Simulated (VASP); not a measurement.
# Si10H5Cl in VASP: a series of runs, part 2 of 2

VASP 6.6.1.

**3. Single point, PBE**

Input file INCAR:

```
SYSTEM = Si10H5Cl
PREC     = Accurate       ! precision mode
ENCUT    = 520            ! plane-wave cutoff, eV
EDIFF    = 1E-7           ! SCF threshold, eV
ISMEAR   = -1             ! smearing method
SIGMA    = 0.02           ! smearing width, eV
LREAL    = Auto         
LASPH    = .TRUE.         ! aspherical terms in the spheres
NELM     = 60             ! most SCF steps
ALGO     = Normal         ! electronic algorithm
ISIF     = 2              ! what is computed and relaxed
LWAVE    = .FALSE.        ! write WAVECAR
LCHARG   = .FALSE.        ! write CHGCAR
GGA      = PE             ! functional
NBANDS   = 74             ! bands
```

Input file KPOINTS:

```
Automatic mesh
0
G
  2 2 1
  0 0 0
```

Input file POSCAR:

```
Si10H5Cl
1.0
    7.6791800000      0.0000000000      0.0000000000
    0.0000000000      7.6791800000      0.0000000000
    0.0000000000      0.0000000000     18.2543620000
H Si Cl
10 20 2
Direct
    0.4093920184      0.0000000000      0.0547814270
    0.0906079816      0.0000000000      0.0547814270
    0.9093920184      0.0000000000      0.0547814270
    0.5906079816      0.0000000000      0.0547814270
    0.4093920184      0.5000000000      0.0547814270
    0.0906079816      0.5000000000      0.0547814270
    0.9093920184      0.5000000000      0.0547814270
    0.5906079816      0.5000000000      0.0547814270
    0.2557612922      0.4775496863      0.4702377437
    0.7553889868      0.4903479278      0.4698299508
    0.2500000000      0.0000000000      0.1021948069
    0.7500000000      0.0000000000      0.1021948069
    0.2500000000      0.5000000000      0.1021948069
    0.7500000000      0.5000000000      0.1021948069
    0.2582500996      0.2501358218      0.1735862913
    0.7589551228      0.2502795871      0.1732500429
    0.2540547298      0.7515090153      0.1794298261
    0.7545524392      0.7511842410      0.1791632597
    0.0097308567      0.2533388982      0.2462566481
    0.5107973768      0.2543935681      0.2456003666
    0.0052219117      0.7551073161      0.2568007033
    0.5062002714      0.7547214677      0.2563064105
    0.0142761336      0.0157321485      0.3282550768
    0.5175525251      0.0161277636      0.3266828498
    0.0055134793      0.4940721535      0.3258522538
    0.5063051003      0.4942687891      0.3257339807
    0.2711923669      0.1042399058      0.3920173162
    0.7687944546      0.1057101149      0.3946346632
    0.2560833318      0.4169796775      0.3921624322
    0.7559101362      0.4196010512      0.3932359838
    0.3384580124      1.0366562576      0.4999686102
    0.8247193060      1.0325478762      0.5028292416
```

Potentials or basis: VASP PAW PBE potentials, release 64 (H, Si, Cl).

On the command line:

```console
$ cat potpaw_PBE.64/H/POTCAR potpaw_PBE.64/Si/POTCAR potpaw_PBE.64/Cl/POTCAR > POTCAR
$ mpirun -np 1 vasp_std > vasp.out
```

OUTCAR:

```text
SYSTEM = Si10H5Cl
   PREC = Accurate
   ENCUT = 520
   EDIFF = 1E-7
   ISMEAR = -1
   LREAL = Auto
   LASPH = .TRUE.
   NELM = 60
   ISIF = 2
   GGA = PE

 ion  position               nearest neighbor table
   1  0.409  0.000  0.055-  11 1.50
   2  0.091  0.000  0.055-  11 1.50
   3  0.909  0.000  0.055-  12 1.50
   4  0.591  0.000  0.055-  12 1.50
   5  0.409  0.500  0.055-  13 1.50
   6  0.091  0.500  0.055-  13 1.50
   7  0.909  0.500  0.055-  14 1.50
   8  0.591  0.500  0.055-  14 1.50
   9  0.256  0.478  0.470-  29 1.50
  10  0.755  0.490  0.470-  30 1.50
  11  0.250  0.000  0.102-   1 1.50   2 1.50  15 2.32  17 2.37
  12  0.750  0.000  0.102-   3 1.50   4 1.50  16 2.32  18 2.37
  13  0.250  0.500  0.102-   5 1.50   6 1.50  15 2.32  17 2.39
  14  0.750  0.500  0.102-   7 1.50   8 1.50  16 2.32  18 2.39
  15  0.258  0.250  0.174-  13 2.32  11 2.32  19 2.32  20 2.34
  16  0.759  0.250  0.173-  14 2.32  20 2.32  12 2.32  19 2.34
[... 12 lines left out ...]
  29  0.256  0.417  0.392-   9 1.50  26 2.35  25 2.35  27 2.40
  30  0.756  0.420  0.393-  10 1.50  25 2.35  26 2.35  28 2.41
  31  0.338  0.037  0.500-  27 2.10
  32  0.825  0.033  0.503-  28 2.10

  LATTYP: Found a simple tetragonal cell.
 ALAT       =     7.6791800000
 C/A-ratio  =     2.3771238596

  Lattice vectors:

 A1 = (   7.6791800000,   0.0000000000,   0.0000000000)
 A2 = (   0.0000000000,   7.6791800000,   0.0000000000)
 A3 = (   0.0000000000,   0.0000000000,  18.2543620000)

Analysis of symmetry for initial positions (statically):
=====================================================================
 Subroutine PRICEL returns:
 Original cell was already a primitive cell.

 Routine SETGRP: Setting up the symmetry group for a
 simple tetragonal supercell.

 Subroutine GETGRP returns: Found  1 space group operations
 (whereof  1 operations were pure point group operations)
 out of a pool of 16 trial point group operations.

The static configuration has the point symmetry C_1 .

Analysis of symmetry for dynamics (positions and initial velocities):
=====================================================================
 Subroutine PRICEL returns:
 Original cell was already a primitive cell.

 Routine SETGRP: Setting up the symmetry group for a
 simple tetragonal supercell.

 Subroutine GETGRP returns: Found  1 space group operations
 (whereof  1 operations were pure point group operations)
 out of a pool of 16 trial point group operations.

The dynamic configuration has the point symmetry C_1 .

 Subroutine INISYM returns: Found  1 space group operations
 (whereof  1 operations are pure point group operations),
 and found     1 'primitive' translations

----------------------------------------------------------------------------------------

                                     Primitive cell

  volume of cell :    1076.4562

  direct lattice vectors                    reciprocal lattice vectors
     7.679180000  0.000000000  0.000000000     0.130222237  0.000000000  0.000000000
     0.000000000  7.679180000  0.000000000     0.000000000  0.130222237  0.000000000
[... 96 lines left out ...]
 ===========================================

 Found      4 irreducible k-points:

 Following reciprocal coordinates:
            Coordinates               Weight
  0.000000  0.000000  0.000000      1.000000
  0.500000  0.000000  0.000000      1.000000
  0.000000  0.500000  0.000000      1.000000
  0.500000  0.500000  0.000000      1.000000
   k-points           NKPTS =      4   k-points in BZ     NKDIM =      4   number of bands    NBANDS=     74
   number of dos      NEDOS =    301   number of ions     NIONS =     32
   total plane-waves  NPLWV = 504000
   dimension x,y,z NGX =    60 NGY =   60 NGZ =  140
   dimension x,y,z NGXF=   120 NGYF=  120 NGZF=  280
   ions per type =              10  20   2
   NGX,Y,Z   is equivalent  to a cutoff of  12.99, 12.99, 12.75 a.u.
   NGXF,Y,Z  is equivalent  to a cutoff of  25.98, 25.98, 25.50 a.u.
 SYSTEM =  Si10H5Cl
   PREC   = accura    normal or accurate (medium, high low for compatibility)
   ISTART =      0    job   : 0-new  1-cont  2-samecut
   ICHARG =      2    charge: 1-file 2-atom 10-const
   ISPIN  =      1    spin polarized calculation?
   LNONCOLLINEAR =      F non collinear calculations
   LSORBIT =      F    spin-orbit coupling
   LASPH  =      T    aspherical Exc in radial PAW
   ENCUT  =  520.0 eV  38.22 Ry    6.18 a.u.  14.28 14.28 33.94*2*pi/ulx,y,z
   NELM   =     60;   NELMIN=  2; NELMDL= -5     # of ELM steps
   EDIFF  = 0.1E-06   stopping-criterion for ELM
   LREAL  =      T    real-space projection
   EDIFFG = 0.1E-05   stopping-criterion for IOM
   NSW    =      0    number of steps for IOM
   IBRION =     -1    ionic relax: 0-MD 1-quasi-New 2-CG
   NFREE  =      0    steps in history (QN), initial steepest desc. (CG)
   ISIF   =      2    stress and relaxation
   ISYM   =      2    0-nonsym 1-usesym 2-fastsym
   POTIM  = 0.5000    time-step for ionic-motion
   TEBEG  =    0.0;   TEEND  =   0.0 temperature during run
   PSTRESS=    0.0 pullay stress
   NELECT =     104.0000    total number of electrons
   NUPDOWN=      -1.0000    fix difference up-down
   EMIN   =  10.00;   EMAX   =-10.00  energy-range for DOS
   EFERMI =   0.00;   METHOD = LEGACY
   ISMEAR =    -1;   SIGMA  =   0.02  broadening in eV -4-tet -1-fermi 0-gaus
   EFERMI_NEDOS =   21; number of points for ismear=-14 and -15
   IALGO  =     38    algorithm
   IMIX   =      4    mixing-type and parameters
     AMIX     =   0.40;   BMIX     =  1.00
     AMIX_MAG =   1.60;   BMIX_MAG =  1.00
  volume/ion in A,a.u.               =      33.64       227.01
  Fermi-wavevector in a.u.,A,eV,Ry     =   0.751197  1.419556  7.677725  0.564297
  Thomas-Fermi vector in A             =   1.848123
   LORBIT       =      0    0 simple, 1 ext, 2 COOP (PROOUT), +10 PAW based schemes
   GGA     = PE    functional components
   LHFCALC =     F    Hartree Fock is set to
   AEXX    =    0.0000 exact exchange contribution
   IVDW    =     0    specifies the selected vdW correction
   LEPSILON=     F    determine dielectric tensor
   LRPA    =     F    only Hartree local field effects (RPA)
 non-spin polarized calculation
  energy-cutoff  :      520.00
  volume of cell :     1076.46
 maximum number of plane-waves:     29043
 NGX is ok and might be reduce to    60
   NGX = 29   NGY = 29   NGZ = 67

 number of electron     104.0000003 magnetization

 Free energy of the ion-electron system (eV)
  ---------------------------------------------------
  ext. energy  EPLUGINS =         0.00000000
  ---------------------------------------------------
  free energy    TOTEN  =      -145.25488153 eV

  energy without entropy =     -145.25488153  energy(sigma->0) =     -145.25488153

 E-fermi :  -0.3315     XC(G=0):  -4.9670

 val. band max:       -0.8165657560   @ k =   0.0000   0.5000   0.0000
 cond. band min:       0.5229183069   @ k =   0.0000   0.0000   0.0000
 fundamental gap:      1.3394840629
 Fermi energy:        -0.3314505660

 k-point     1 :       0.0000    0.0000    0.0000
  band No.  band energies     occupation
      1     -16.2612      2.00000
      2     -16.1281      2.00000
      3     -11.9715      2.00000
      4     -10.8950      2.00000
      5     -10.1635      2.00000
      6     -10.0939      2.00000
[... 257 lines left out ...]
     63       2.9953      0.00000
     64       3.0070      0.00000
 [bands above 64 left out]

------------------------ aborting loop because EDIFF is reached ----------------------------------------

  FORCE on cell =-STRESS in cart. coord.  units (eV):
  Direction    XX          YY          ZZ          XY          YZ          ZX
  --------------------------------------------------------------------------------------
  -------------------------------------------------------------------------------------
  Total       16.7075612      1.8977254     -0.1553661      0.8790985     -1.8862181     -4.2039264
  in kB       24.8672230      2.8245391     -0.2312439      1.3084338     -2.8074119     -6.2570458
  external PRESSURE =       9.1535061 kB  Pullay stress =       0.0000000 kB

 VOLUME and BASIS-vectors are now :
 -----------------------------------------------------------------------------
  energy-cutoff  :      520.00
  volume of cell :     1076.46
      direct lattice vectors                 reciprocal lattice vectors
     7.679180000  0.000000000  0.000000000     0.130222237  0.000000000  0.000000000
     0.000000000  7.679180000  0.000000000     0.000000000  0.130222237  0.000000000
     0.000000000  0.000000000 18.254362000     0.000000000  0.000000000  0.054781427

 POSITION                                       TOTAL-FORCE (eV/Angst)
 -----------------------------------------------------------------------------------
      3.14379      0.00000      1.00000        -0.647191     -0.085747     -0.034055
      0.69580      0.00000      1.00000         0.609032     -0.048305      0.038642
      6.98338      0.00000      1.00000        -0.648651     -0.088121     -0.040096
      4.53539      0.00000      1.00000         0.610370     -0.049054      0.038209
      3.14379      3.83959      1.00000        -0.648997      0.116011     -0.042427
      0.69580      3.83959      1.00000         0.598039      0.064740      0.049876
[... 24 lines left out ...]
      2.59908      0.28149      9.12661        -0.400977     -0.136510      0.026521
      6.33317      0.24994      9.17883        -0.290222     -0.110747     -0.030758
 -----------------------------------------------------------------------------------
    total drift:                                0.016297      0.003935      0.001185

  FREE ENERGIE OF THE ION-ELECTRON SYSTEM (eV)
  ---------------------------------------------------
  free  energy   TOTEN  =      -145.2548815303 eV

  energy  without entropy=     -145.2548815303  energy(sigma->0) =     -145.25488153
```

Run time: 9.3 min. Hardware: 1 thread of Intel Xeon 6975P-C (Granite Rapids), shared host; peak memory 1 GiB.

Results:

| Quantity | Value |
| --- | --- |
| Free energy | -145.2549 eV |
| Largest force | 0.667 eV/Å |
| Band gap on the k mesh | 1.34 eV |

Forces in eV/Å, atoms in the order of the input:
```
H   -0.647 -0.086 -0.034
H    0.609 -0.048  0.039
H   -0.649 -0.088 -0.040
H    0.610 -0.049  0.038
H   -0.649  0.116 -0.042
H    0.598  0.065  0.050
H   -0.653  0.122 -0.057
H    0.599  0.062  0.052
H    0.014  0.038 -0.012
H    0.014 -0.036 -0.005
Si   0.131 -0.190 -0.020
Si   0.141 -0.202 -0.048
Si   0.186  0.261  0.059
Si   0.235  0.266  0.000
Si   0.011  0.002 -0.007
Si   0.007  0.001  0.000
Si   0.010  0.000  0.000
Si   0.009  0.002  0.004
Si   0.015  0.005 -0.010
Si   0.007  0.004 -0.003
Si   0.015  0.005  0.001
Si   0.008  0.007  0.006
Si   0.027  0.012 -0.014
Si  -0.019  0.016  0.002
Si   0.015 -0.001 -0.002
Si   0.010 -0.001  0.000
Si  -0.007 -0.015  0.066
Si   0.010 -0.023 -0.015
Si   0.017  0.006  0.006
Si   0.017 -0.003 -0.008
Cl  -0.401 -0.137  0.027
Cl  -0.290 -0.111 -0.031
```

Levels at points of the mesh, in eV from the valence-band top:
| k point | band 49 | band 50 | band 51 | band 52 | band 53 | band 54 | band 55 | band 56 |
| --- | --- | --- | --- | --- | --- | --- | --- | --- |
| (0.00, 0.00, 0.00) | -0.62 | -0.49 | -0.37 | -0.21 | 1.34 | 1.60 | 1.71 | 1.95 |
| (0.50, 0.00, 0.00) | -0.73 | -0.70 | -0.40 | -0.39 | 2.14 | 2.16 | 2.38 | 2.40 |
| (0.00, 0.50, 0.00) | -1.01 | -0.94 | -0.30 | 0.00 | 1.58 | 1.84 | 2.20 | 2.28 |
| (0.50, 0.50, 0.00) | -1.13 | -1.10 | -0.77 | -0.74 | 2.26 | 2.28 | 2.32 | 2.33 |

**4. Single point, PBE**

Input file INCAR:

```
ALGO     = Normal         # electronic algorithm
EDIFF    = 1E-7           # SCF threshold, eV
ENCUT    = 520            # plane-wave cutoff, eV
GGA      = PE             # functional
ISIF     = 2              # what is computed and relaxed
ISMEAR   = -1             # smearing method
LASPH    = True           # aspherical terms in the spheres
LCHARG   = True           # write CHGCAR
LELF     = True           # ELF
LREAL    = Auto         
LVHAR    = True         
LWAVE    = False          # write WAVECAR
NBANDS   = 74             # bands
NELM     = 100            # most SCF steps
PREC     = Accurate       # precision mode
SIGMA    = 0.02           # smearing width, eV
```

Input file KPOINTS:

```
k-points
0
Gamma
  2 2 1
```

Input file POSCAR:

```
Si10H5Cl
1.0
    7.6791800000      0.0000000000      0.0000000000
    0.0000000000      7.6791800000      0.0000000000
    0.0000000000      0.0000000000     18.2543620000
H Si Cl
10 20 2
Direct
    0.4093920184      0.0000000000      0.0547814270
    0.0906079816      0.0000000000      0.0547814270
    0.9093920184      0.0000000000      0.0547814270
    0.5906079816      0.0000000000      0.0547814270
    0.4093920184      0.5000000000      0.0547814270
    0.0906079816      0.5000000000      0.0547814270
    0.9093920184      0.5000000000      0.0547814270
    0.5906079816      0.5000000000      0.0547814270
    0.2518083962      0.4670177024      0.4708647719
    0.7516250433      0.4991841577      0.4697925351
    0.2500000000      0.0000000000      0.1021948069
    0.7500000000      0.0000000000      0.1021948069
    0.2500000000      0.5000000000      0.1021948069
    0.7500000000      0.5000000000      0.1021948069
    0.2550251459      0.2497310911      0.1740329243
    0.7560824203      0.2501143351      0.1732645052
    0.2516271269      0.7515642295      0.1794497666
    0.7526263221      0.7505094294      0.1787156955
    0.0064069341      0.2516682771      0.2469717101
    0.5088010699      0.2529753177      0.2458549359
    0.0019541149      0.7542977245      0.2567668484
    0.5046541428      0.7529551332      0.2556369267
    0.0064525119      0.0133277251      0.3296454294
    0.5223816866      0.0124860988      0.3261320774
    0.0010439917      0.4932462841      0.3260617928
    0.5036277311      0.4934817259      0.3258364768
    0.2765575231      0.1053568220      0.3884850098
    0.7685277595      0.1090104673      0.4004032570
    0.2524339838      0.4159251378      0.3916772879
    0.7518541042      0.4214354918      0.3944205226
    0.4415868621      1.0756614639      0.4924237834
    0.8990422154      1.0647326928      0.5021193838
```

On the command line:

```console
$ cat potpaw_PBE.64/H/POTCAR potpaw_PBE.64/Si/POTCAR potpaw_PBE.64/Cl/POTCAR > POTCAR
$ mpirun -np 1 vasp_std > vasp.out
```

Wall time 7.9 min (1 thread of Intel Xeon 6975P-C (Granite Rapids), shared host); peak memory 1 GiB.

The run converged. Its results:

```yaml
Free_energy: -144.2421 eV
Largest_force: 1.224 eV/Å
Band_gap_on_the_k_mesh: 1.40 eV (least direct gap 1.57 eV)
```

Forces in eV/Å, atoms in the order of the input:
```
H   -0.637 -0.080 -0.015
H    0.614 -0.050  0.025
H   -0.642 -0.084 -0.028
H    0.616 -0.051  0.022
H   -0.639  0.107 -0.024
H    0.598  0.057  0.041
H   -0.651  0.115 -0.060
H    0.601  0.051  0.041
H    0.020  0.095 -0.017
H    0.018 -0.055 -0.001
Si   0.071 -0.181  0.000
Si   0.090 -0.211 -0.063
Si   0.142  0.230  0.114
Si   0.247  0.230 -0.044
Si   0.056 -0.001 -0.001
Si   0.069  0.006 -0.006
Si   0.017  0.003  0.005
Si   0.029  0.008  0.006
Si   0.080 -0.006 -0.001
Si   0.094  0.008 -0.030
Si   0.041  0.014  0.031
Si   0.039 -0.003 -0.001
Si   0.285  0.039  0.026
Si   0.031  0.029 -0.065
Si   0.039 -0.011 -0.004
Si   0.013 -0.006 -0.010
Si   0.314 -0.027  0.525
Si   0.229 -0.017 -0.300
Si   0.029  0.003  0.012
Si   0.019  0.019 -0.021
Cl  -1.206 -0.055 -0.205
Cl  -0.625 -0.176  0.048
```

Levels at points of the mesh, in eV from the valence-band top:
| k point | band 49 | band 50 | band 51 | band 52 | band 53 | band 54 | band 55 | band 56 |
| --- | --- | --- | --- | --- | --- | --- | --- | --- |
| (0.00, 0.00, 0.00) | -0.64 | -0.50 | -0.36 | -0.23 | 1.40 | 1.46 | 1.69 | 1.78 |
| (0.50, 0.00, 0.00) | -0.67 | -0.50 | -0.40 | -0.38 | 1.80 | 1.95 | 2.14 | 2.20 |
| (0.00, 0.50, 0.00) | -0.99 | -0.91 | -0.31 | 0.00 | 1.57 | 1.75 | 1.96 | 2.23 |
| (0.50, 0.50, 0.00) | -1.08 | -0.97 | -0.71 | -0.50 | 1.88 | 2.00 | 2.24 | 2.29 |

**5. The runs side by side**

```csv
cell,gap on the mesh (eV),largest force (eV/Å)
"as given, atomic positions A",1.35,0.66
"as given, atomic positions B",1.34,0.67
"as given, atomic positions C",1.40,1.22
```

Alike in all rows: task single point; level PBE; potentials or basis VASP PAW PBE potentials, release 64 (H, Si, Cl); no spin polarisation; k mesh 2 × 2 × 1; cutoff (eV) 520; smearing fermi-dirac 0.02 eV.

Total energies depend on the potentials used, so only differences within one code and one set of settings carry meaning.
